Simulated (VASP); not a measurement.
# FeO (Wuestite) in VASP: a series of runs, part 2 of 2

VASP 6.6.1. The steps go on from the part before.

## Step 4: Single point, PBEsol, collinear spin, ferromagnetic start

This run uses another cell than the first one, of 10.42 Å³/atom, 1.040 times its volume.

File INCAR:

```
SYSTEM = FeO
PREC = Accurate ; ENCUT = 600
EDIFF = 1E-6 ; ISMEAR = -1
SIGMA = 0.05 ; LREAL = .FALSE.
LASPH = .TRUE. ; NELM = 200
ALGO = Normal ; ISIF = 2
LWAVE = .FALSE. ; LCHARG = .TRUE.
ISPIN = 2 ; MAGMOM = 3 0
LORBIT = 11 ; LMAXMIX = 4
GGA = PS ; LELF = .TRUE.
LVHAR = .TRUE. ; NBANDS = 22
GGA_COMPAT = .FALSE.
```

File KPOINTS:

```
regular mesh
0
G
  9 9 9
  0 0 0
```

File POSCAR:

```
FeO
1.0
    0.0000000000      2.1985080000      2.1554000000
    2.1985080000      0.0000000000      2.1554000000
    2.1985080000      2.1985080000      0.0000000000
Fe O
1 1
Direct
    0.0000000000      0.0000000000      0.0000000000
    0.5000000000      0.5000000000      0.5000000000
```

Potentials or basis: VASP PAW PBE potentials, release 64 (Fe_sv, O).

The run is started by

```
> cat potpaw_PBE.64/Fe_sv/POTCAR potpaw_PBE.64/O/POTCAR > POTCAR
> mpirun -np 1 vasp_std > vasp.out
```

OUTCAR:

```text
SYSTEM = FeO
   PREC = Accurate
   ENCUT = 600
   EDIFF = 1E-6
   ISMEAR = -1
   LREAL = .FALSE.
   LASPH = .TRUE.
   NELM = 200
   ISIF = 2
   ISPIN = 2
   LORBIT = 11
   GGA = PS

 ion  position               nearest neighbor table
   1  0.000  0.000  0.000-   2 2.16   2 2.16   2 2.20   2 2.20   2 2.20   2 2.20
   2  0.500  0.500  0.500-   1 2.16   1 2.16   1 2.20   1 2.20   1 2.20   1 2.20

  LATTYP: Found a body centered tetragonal cell.
 ALAT       =     3.1091598306
 C/A-ratio  =     1.3864838847

  Lattice vectors:

 A1 = (   0.0000000000,  -2.1985080000,  -2.1554000000)
 A2 = (   0.0000000000,   2.1985080000,  -2.1554000000)
[... 1415 lines left out ...]
 VOLUME and BASIS-vectors are now :
 -----------------------------------------------------------------------------
  energy-cutoff  :      600.00
  volume of cell :       20.84
      direct lattice vectors                 reciprocal lattice vectors
     0.000000000  2.198508000  2.155400000    -0.227426964  0.227426964  0.231975503
     2.198508000  0.000000000  2.155400000     0.227426964 -0.227426964  0.231975503
     2.198508000  2.198508000  0.000000000     0.227426964  0.227426964 -0.231975503

 POSITION                                       TOTAL-FORCE (eV/Angst)
 -----------------------------------------------------------------------------------
      0.00000      0.00000      0.00000         0.000000      0.000000      0.000000
      2.19851      2.19851      2.15540        -0.000000      0.000000      0.000000
 -----------------------------------------------------------------------------------
    total drift:                                0.000000      0.000000      0.000000

  FREE ENERGIE OF THE ION-ELECTRON SYSTEM (eV)
  ---------------------------------------------------
  free  energy   TOTEN  =       -15.8873703695 eV

  energy  without entropy=      -15.8763021712  energy(sigma->0) =      -15.88183627

 total charge

# of ion       s       p       d       tot
------------------------------------------
    1        2.101   5.992   5.497  13.590
    2        1.547   3.397   0.000   4.944
--------------------------------------------------
tot          3.649   9.389   5.497  18.534

 magnetization (x)

# of ion       s       p       d       tot
------------------------------------------
    1        0.015   0.010   3.444   3.469
    2        0.029   0.262   0.000   0.291
--------------------------------------------------
tot          0.044   0.272   3.444   3.760
```

OSZICAR:

```text
N       E                     dE             d eps       ncg     rms          rms(c)
DAV:   1     0.308164924179E+03    0.30816E+03   -0.12975E+04  6776   0.142E+03
DAV:   2    -0.113637491886E+01   -0.30930E+03   -0.29224E+03  6840   0.467E+02
DAV:   3    -0.181506032026E+02   -0.17014E+02   -0.16768E+02  7946   0.125E+02
DAV:   4    -0.184323794580E+02   -0.28178E+00   -0.28170E+00  7396   0.179E+01
DAV:   5    -0.184396238274E+02   -0.72444E-02   -0.72441E-02  7970   0.293E+00    0.162E+01
DAV:   6    -0.166182659318E+02    0.18214E+01   -0.18396E+01 10386   0.593E+01    0.266E+01
DAV:   7    -0.159198023415E+02    0.69846E+00   -0.29977E+00  8866   0.338E+01    0.105E+01
DAV:   8    -0.159058548289E+02    0.13948E-01   -0.15880E-01  7824   0.356E+00    0.563E+00
DAV:   9    -0.158878618339E+02    0.17993E-01   -0.38635E-02 10116   0.284E+00    0.823E-01
DAV:  10    -0.158870986099E+02    0.76322E-03   -0.81076E-03  9224   0.128E+00    0.172E-01
DAV:  11    -0.158873452587E+02   -0.24665E-03   -0.11153E-03  8808   0.294E-01    0.765E-02
DAV:  12    -0.158873562438E+02   -0.10985E-04   -0.35134E-05  8444   0.636E-02    0.438E-02
DAV:  13    -0.158873705839E+02   -0.14340E-04   -0.30645E-05  7738   0.485E-02    0.127E-02
DAV:  14    -0.158873703695E+02    0.21438E-06   -0.12627E-06  6944   0.136E-02
   1 F= -.15887370E+02 E0= -.15881836E+02  d E =-.110682E-01  mag=     4.0026
```

stdout:

```text
POSCAR found type information on POSCAR FeO
 POSCAR found :  2 types and       2 ions
 scaLAPACK will be used
 -----------------------------------------------------------------------------
|                                                                             |
|                                                                             |
|     You enforced a specific xc type in the INCAR file but a different       |
|     I HOPE YOU KNOW WHAT YOU ARE DOING!                                     |
|                                                                             |
 -----------------------------------------------------------------------------

 LDA part: xc-table for (Slater+PW92), standard interpolation
 POSCAR, INCAR and KPOINTS ok, starting setup
 FFT: planning ... GRIDC
 FFT: planning ... GRID_SOFT
 FFT: planning ... GRID
 WAVECAR not read
 entering main loop
```

It took 47 s on 1 thread of Intel Xeon 6975P-C (Granite Rapids), shared host; peak memory 0.21 GiB.

Results:

```yaml
Free_energy: -15.8874 eV
Pressure: -16.7 GPa
Band_gap_on_the_k_mesh: zero (filled and empty bands overlap)
Net_moment: 4.00 μB per cell
Site_moments: Fe +3.47; O +0.29 μB
Valence_electrons_inside_the_program's_atomic_spheres: Fe 13.59; O 4.94
```

Levels at points of the mesh, in eV from the Fermi level:
Spin up:
| k point | band 11 | band 12 | band 13 | band 14 | band 15 | band 16 |
| --- | --- | --- | --- | --- | --- | --- |
| (0.00, 0.00, 0.00) | -3.74 | -3.67 | -3.62 | -0.27 | 14.91 | 16.48 |
Spin down:
```
           k point  band 5  band 6  band 7  band 8  band 9  band 10  band 11  band 12  band 13  band 14
(0.00, 0.00, 0.00)  -19.88   -3.24   -3.17   -3.17   -0.70    -0.70    -0.62     0.13     0.14     0.59
```

Caveat: the PAW data sets were made with another functional, which shifts forces and pressure a little; a cell with one magnetic atom can't hold antiferromagnetic order, which such compounds often take; semilocal functionals often make such compounds metallic where correlation or magnetic order opens a gap, which also shifts bond lengths. With open d or f shells a metallic result of PBEsol can be an artefact of self-interaction; +U or a hybrid may open a gap.

## Step 5: The runs side by side

```csv
task,level,potentials or basis,cell,k mesh,second run,gap on the mesh (eV),pressure (GPa),moment (μB),relaxed volume (Å³/atom)
relaxation of cell and atoms,LDA,"VASP PAW LDA potentials, release 64 (Fe, O)","relaxed from a = 3.048 Å, angles 60.0°, 2 atoms",11 × 11 × 11,-,none,0.0,3.75,9.09
relaxation of cell and atoms,BLYP+D4,"VASP PAW PBE potentials, release 64 (Fe, O)","relaxed from a = 3.048 Å, angles 60.0°, 2 atoms",11 × 11 × 11,-,none,0.1,4.00,9.91
single point,PBEsol,"VASP PAW PBE potentials, release 64 (Fe_sv, O)","a = 3.079, b = 3.079, c = 3.109 Å, angles 59.7, 59.7, 60.7°, 2 atoms",9 × 9 × 9,valence_matched,none,-16.7,4.00,-
```

Alike in all rows: spin collinear, ferromagnetic start; cutoff (eV) 600; smearing fermi-dirac 0.05 eV.

Caveats: a cell with one magnetic atom can't hold antiferromagnetic order, which such compounds often take; semilocal functionals often make such compounds metallic where correlation or magnetic order opens a gap, which also shifts bond lengths; the PAW data sets were made with another functional, which shifts forces and pressure a little (some runs); pairwise dispersion overbinds metals, which lowers pressure and volume (some runs).

Total energies depend on the potentials used, so only differences within one code and one set of settings carry meaning.
